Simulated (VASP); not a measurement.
# Ca (Fm-3m) in VASP: density of states with PBEsol

Aim: the density of states of Ca with PBEsol.

All numbers are computed with VASP 6.6.1; they aren't measurements. Logs are shortened: lines on timing, memory, paths and dates and some standing lists are left out, and cuts for length are marked.

## Step 1: The cell of the first run

The structure is cubic, space group Fm-3m (No. 225). Conventional cell: a = 5.588 Å, b = 5.588 Å, c = 5.588 Å, α = 90.00°, β = 90.00°, γ = 90.00°. Within 5.2 Å of Ca (site symmetry m-3m) lie 12 Ca at 3.95 Å.

## Step 2: Density of states, PBEsol

The input, POSCAR:

```
Ca
1.0
    0.0000000000      2.7942000000      2.7942000000
    2.7942000000      0.0000000000      2.7942000000
    2.7942000000      2.7942000000      0.0000000000
Ca
1
Direct
    0.0000000000      0.0000000000      0.0000000000
```

The input, INCAR.step1:

```
SYSTEM = Ca
PREC = Accurate
ENCUT = 520
EDIFF = 1E-7
ISMEAR = 0
SIGMA = 0.05
LREAL = .False.
LASPH = .True.
NELM = 60
ALGO = Fast
ISIF = 2
LWAVE = .False.
LCHARG = .True.
GGA = PS
NBANDS = 11
```

The input, KPOINTS.step1:

```
Automatic mesh
0
Gamma
  10 10 10
  0 0 0
```

The input, INCAR.step2:

```
SYSTEM = Ca
PREC = Accurate
ENCUT = 520
EDIFF = 1E-7
ISMEAR = -5
SIGMA = 0.05
LREAL = .False.
LASPH = .True.
NELM = 60
ALGO = Fast
ISIF = 2
LWAVE = .False.
LCHARG = .False.
GGA = PS
LORBIT = 11
NBANDS = 11
NEDOS = 2001
ICHARG = 11
```

The input, KPOINTS.step2:

```
Automatic mesh
0
Gamma
  15 15 15
  0 0 0
```

Potentials or basis: VASP PAW PBE potentials, release 64 (Ca_sv).

Command:

```
$ cat potpaw_PBE.64/Ca_sv/POTCAR > POTCAR
$ cp INCAR.step1 INCAR
$ cp KPOINTS.step1 KPOINTS
$ mpirun -np 1 vasp_std > vasp.out
$ cp INCAR.step2 INCAR
$ cp KPOINTS.step2 KPOINTS
$ mpirun -np 1 vasp_std > vasp.out
```

OUTCAR:

```text
SYSTEM = Ca
   PREC = Accurate
   ENCUT = 520
   EDIFF = 1E-7
   ISMEAR = -5
   LREAL = .False.
   LASPH = .True.
   NELM = 60
   ISIF = 2
   GGA = PS
   LORBIT = 11
   ICHARG = 11

 ion  position               nearest neighbor table
   1  0.000  0.000  0.000-

  LATTYP: Found a face centered cubic cell.
 ALAT       =     5.5884000000

  Lattice vectors:

 A1 = (   0.0000000000,   2.7942000000,   2.7942000000)
 A2 = (   2.7942000000,   0.0000000000,   2.7942000000)
 A3 = (   2.7942000000,   2.7942000000,   0.0000000000)

Analysis of symmetry for initial positions (statically):
=====================================================================
 Subroutine PRICEL returns:
 Original cell was already a primitive cell.

 Routine SETGRP: Setting up the symmetry group for a
 face centered cubic supercell.

 Subroutine GETGRP returns: Found 48 space group operations
 (whereof 48 operations were pure point group operations)
 out of a pool of 48 trial point group operations.

The static configuration has the point symmetry O_h .

Analysis of symmetry for dynamics (positions and initial velocities):
=====================================================================
 Subroutine PRICEL returns:
 Original cell was already a primitive cell.

 Routine SETGRP: Setting up the symmetry group for a
 face centered cubic supercell.

 Subroutine GETGRP returns: Found 48 space group operations
 (whereof 48 operations were pure point group operations)
 out of a pool of 48 trial point group operations.

The dynamic configuration has the point symmetry O_h .

 Subroutine INISYM returns: Found 48 space group operations
 (whereof 48 operations are pure point group operations),
 and found     1 'primitive' translations

----------------------------------------------------------------------------------------

                                     Primitive cell

  volume of cell :      43.6317

  direct lattice vectors                    reciprocal lattice vectors
     0.000000000  2.794200000  2.794200000    -0.178942094  0.178942094  0.178942094
     2.794200000  0.000000000  2.794200000     0.178942094 -0.178942094  0.178942094
     2.794200000  2.794200000  0.000000000     0.178942094  0.178942094 -0.178942094

  length of vectors
     3.951595536  3.951595536  3.951595536     0.309936799  0.309936799  0.309936799

  position of ions in fractional coordinates (direct lattice)
     0.000000000  0.000000000  0.000000000

  ion indices of the primitive-cell ions
   primitive index   ion index
                 1           1

----------------------------------------------------------------------------------------

 KPOINTS: Automatic mesh

Automatic generation of k-mesh.
 Grid dimensions read from file:
 generate k-points for:   15   15   15

 Generating k-lattice:

  Cartesian coordinates                     Fractional coordinates (reciprocal lattice)
    -0.011929473  0.011929473  0.011929473     0.066666667  0.000000000  0.000000000
     0.011929473 -0.011929473  0.011929473     0.000000000  0.066666667  0.000000000
     0.011929473  0.011929473 -0.011929473     0.000000000  0.000000000  0.066666667

  Length of vectors
     0.020662453  0.020662453  0.020662453

  Shift w.r.t. Gamma in fractional coordinates (k-lattice)
     0.000000000  0.000000000  0.000000000

 TETIRR: Found    484 inequivalent tetrahedra from    20250

 Subroutine IBZKPT returns following result:
 ===========================================

 Found    120 irreducible k-points:

 Following reciprocal coordinates:
            Coordinates               Weight
  0.000000  0.000000  0.000000      1.000000
  0.066667  0.000000  0.000000      8.000000
  0.133333  0.000000  0.000000      8.000000
  0.200000  0.000000  0.000000      8.000000
  0.266667  0.000000  0.000000      8.000000
  0.333333  0.000000  0.000000      8.000000
[... 16 lines left out ...]
  0.133333  0.133333  0.000000      6.000000
  0.200000  0.133333  0.000000     24.000000
 [... further k-points ...]
   k-points           NKPTS =    120   k-points in BZ     NKDIM =    120   number of bands    NBANDS=     11
   number of dos      NEDOS =   2001   number of ions     NIONS =      1
   total plane-waves  NPLWV =  27000
   dimension x,y,z NGX =    30 NGY =   30 NGZ =   30
   dimension x,y,z NGXF=    60 NGYF=   60 NGZF=   60
   ions per type =               1
   NGX,Y,Z   is equivalent  to a cutoff of  12.62, 12.62, 12.62 a.u.
   NGXF,Y,Z  is equivalent  to a cutoff of  25.24, 25.24, 25.24 a.u.
 SYSTEM =  Ca
   PREC   = accura    normal or accurate (medium, high low for compatibility)
   ISTART =      0    job   : 0-new  1-cont  2-samecut
   ICHARG =     11    charge: 1-file 2-atom 10-const
   ISPIN  =      1    spin polarized calculation?
   LNONCOLLINEAR =      F non collinear calculations
   LSORBIT =      F    spin-orbit coupling
   LASPH  =      T    aspherical Exc in radial PAW
   ENCUT  =  520.0 eV  38.22 Ry    6.18 a.u.   7.35  7.35  7.35*2*pi/ulx,y,z
   NELM   =     60;   NELMIN=  2; NELMDL=  0     # of ELM steps
   EDIFF  = 0.1E-06   stopping-criterion for ELM
   LREAL  =      F    real-space projection
   EDIFFG = 0.1E-05   stopping-criterion for IOM
   NSW    =      0    number of steps for IOM
   IBRION =     -1    ionic relax: 0-MD 1-quasi-New 2-CG
   NFREE  =      0    steps in history (QN), initial steepest desc. (CG)
   ISIF   =      2    stress and relaxation
   ISYM   =      2    0-nonsym 1-usesym 2-fastsym
   POTIM  = 0.5000    time-step for ionic-motion
   TEBEG  =    0.0;   TEEND  =   0.0 temperature during run
   PSTRESS=    0.0 pullay stress
   NELECT =      10.0000    total number of electrons
   NUPDOWN=      -1.0000    fix difference up-down
   EMIN   =  10.00;   EMAX   =-10.00  energy-range for DOS
   EFERMI =   0.00;   METHOD = LEGACY
   ISMEAR =    -5;   SIGMA  =   0.05  broadening in eV -4-tet -1-fermi 0-gaus
   EFERMI_NEDOS =   21; number of points for ismear=-14 and -15
   IALGO  =     68    algorithm
   IMIX   =      4    mixing-type and parameters
     AMIX     =   0.40;   BMIX     =  1.00
     AMIX_MAG =   1.60;   BMIX_MAG =  1.00
  volume/ion in A,a.u.               =      43.63       294.44
  Fermi-wavevector in a.u.,A,eV,Ry     =   1.001861  1.893242 13.656506  1.003725
  Thomas-Fermi vector in A             =   2.134310
   LORBIT       =     11    0 simple, 1 ext, 2 COOP (PROOUT), +10 PAW based schemes
   GGA     = PS    functional components
   LHFCALC =     F    Hartree Fock is set to
   AEXX    =    0.0000 exact exchange contribution
   IVDW    =     0    specifies the selected vdW correction
   LEPSILON=     F    determine dielectric tensor
   LRPA    =     F    only Hartree local field effects (RPA)
 non-spin polarized calculation
 RMM-DIIS sequential band-by-band and
 Fermi weights with tetrahedron method with Bloechl corrections
  energy-cutoff  :      520.00
  volume of cell :       43.63
 maximum number of plane-waves:      1211
 NGX is ok and might be reduce to    30

 number of electron       9.9999997 magnetization

 Free energy of the ion-electron system (eV)
  ---------------------------------------------------
  ext. energy  EPLUGINS =         0.00000000
  ---------------------------------------------------
  free energy    TOTEN  =        -2.12244251 eV

  energy without entropy =       -2.12244251  energy(sigma->0) =       -2.12244251

 E-fermi :   1.7589     XC(G=0):  -7.7063

 val. band max:        1.7818761575   @ k =  -0.3333   0.4667   0.1333
 cond. band min:       1.7259969869   @ k =  -0.4000   0.2667   0.0667
 fundamental gap:     -0.0558791706
 Fermi energy:         1.7588540614

 k-point     1 :       0.0000    0.0000    0.0000
  band No.  band energies     occupation
      1     -40.1700      2.00000
      2     -21.1651      2.00000
      3     -21.1651      2.00000
      4     -21.1651      2.00000
      5      -2.2120      2.00000
      6       4.0376      0.00000
      7       4.0376      0.00000
      8       4.0376      0.00000
      9       5.0720      0.00000
     10       5.0720      0.00000
     11      10.7470      0.00000

 k-point     2 :       0.0667    0.0000    0.0000
  band No.  band energies     occupation
      1     -40.1695      2.00000
      2     -21.1705      2.00000
      3     -21.1659      2.00000
      4     -21.1659      2.00000
      5      -2.1379      2.00000
      6       3.9579      0.00000
      7       4.0662      0.00000
      8       4.0662      0.00000
      9       5.0472      0.00000
     10       5.0472      0.00000
     11      10.8349      0.00000

 k-point     3 :       0.1333    0.0000    0.0000
  band No.  band energies     occupation
      1     -40.1681      2.00000
      2     -21.1859      2.00000
      3     -21.1680      2.00000
      4     -21.1680      2.00000
      5      -1.9184      2.00000
      6       3.7390      0.00000
      7       4.1344      0.00000
      8       4.1344      0.00000
      9       4.9982      0.00000
     10       4.9982      0.00000
     11      10.7246      0.00000

 k-point     4 :       0.2000    0.0000    0.0000
  band No.  band energies     occupation
      1     -40.1660      2.00000
      2     -21.2084      2.00000
      3     -21.1711      2.00000
      4     -21.1711      2.00000
      5      -1.5631      2.00000
      6       3.4242      0.00000
      7       4.1839      0.00000
      8       4.1839      0.00000
      9       5.0006      0.00000
     10       5.0006      0.00000
     11       9.7053      0.00000

 k-point     5 :       0.2667    0.0000    0.0000
  band No.  band energies     occupation
      1     -40.1635      2.00000
      2     -21.2341      2.00000
      3     -21.1747      2.00000
      4     -21.1747      2.00000
      5      -1.0886      2.00000
      6       3.0486      0.00000
      7       4.1542      0.00000
      8       4.1542      0.00000
      9       5.1270      0.00000
     10       5.1270      0.00000
     11       8.6867      0.00000
[... 211 lines left out ...]
 k-point    21 :      -0.1333    0.0667    0.0000
  band No.  band energies     occupation
      1     -40.1670      2.00000
      2     -21.1948      2.00000
      3     -21.1732      2.00000
      4     -21.1680      2.00000
      5      -1.7505      2.00000
      6       3.6025      0.00000
      7       4.1312      0.00000
      8       4.2094      0.00000
      9       4.8468      0.00000
     10       5.0988      0.00000
     11      10.4442      0.00000

 k-point    22 :      -0.0667    0.0667    0.0000
  band No.  band energies     occupation
      1     -40.1687      2.00000
      2     -21.1781      2.00000
      3     -21.1691      2.00000
      4     -21.1662      2.00000
      5      -2.0153      2.00000
      6       3.8385      0.00000
      7       4.0968      0.00000
      8       4.1179      0.00000
      9       4.9496      0.00000
     10       5.0739      0.00000
     11      10.9440      0.00000

 k-point    23 :       0.1333    0.1333    0.0000
  band No.  band energies     occupation
      1     -40.1674      2.00000
      2     -21.1853      2.00000
      3     -21.1727      2.00000
      4     -21.1727      2.00000
      5      -1.8215      2.00000
      6       3.6694      0.00000
      7       4.1932      0.00000
      8       4.1932      0.00000
      9       4.6972      0.00000
     10       5.1724      0.00000
     11      11.1998      0.00000

 k-point    24 :       0.2000    0.1333    0.0000
  band No.  band energies     occupation
      1     -40.1659      2.00000
      2     -21.1999      2.00000
      3     -21.1765      2.00000
      4     -21.1755      2.00000
      5      -1.5609      2.00000
      6       3.4659      0.00000
      7       4.2349      0.00000
      8       4.2741      0.00000
      9       4.5773      0.00000
     10       5.2210      0.00000
     11      10.6029      0.00000

 [... further k-points ...]
[... 5 lines left out ...]
  --------------------------------------------------------------------------------------
  -------------------------------------------------------------------------------------
  Total       -0.2912152     -0.2912152     -0.2912152      0.0000000     -0.0000000     -0.0000000
  in kB      -10.6935548    -10.6935548    -10.6935548      0.0000000     -0.0000000     -0.0000000
  external PRESSURE =     -10.6935548 kB  Pullay stress =       0.0000000 kB

 VOLUME and BASIS-vectors are now :
 -----------------------------------------------------------------------------
  energy-cutoff  :      520.00
  volume of cell :       43.63
      direct lattice vectors                 reciprocal lattice vectors
     0.000000000  2.794200000  2.794200000    -0.178942094  0.178942094  0.178942094
     2.794200000  0.000000000  2.794200000     0.178942094 -0.178942094  0.178942094
     2.794200000  2.794200000  0.000000000     0.178942094  0.178942094 -0.178942094

 POSITION                                       TOTAL-FORCE (eV/Angst)
 -----------------------------------------------------------------------------------
      0.00000      0.00000      0.00000         0.000000      0.000000      0.000000
 -----------------------------------------------------------------------------------
    total drift:                               -0.000000      0.000000     -0.000000

  FREE ENERGIE OF THE ION-ELECTRON SYSTEM (eV)
  ---------------------------------------------------
  free  energy   TOTEN  =        -2.1224425063 eV

  energy  without entropy=       -2.1224425063  energy(sigma->0) =       -2.12244251

 total charge

# of ion       s       p       d       tot
------------------------------------------
    1        2.085   5.829   0.154   8.067
```

It took 81 s on 1 thread of Intel Xeon Platinum 8259CL at 2.50GHz (Skylake/Cascade Lake), shared host; peak memory 0.19 GiB.

What came out:

```
Valence electrons inside the program's atomic spheres : Ca 8.07
```

Caveat: the PAW data sets were made with another functional, which shifts forces and pressure a little; tetrahedron occupations give inexact forces and stress in metals.
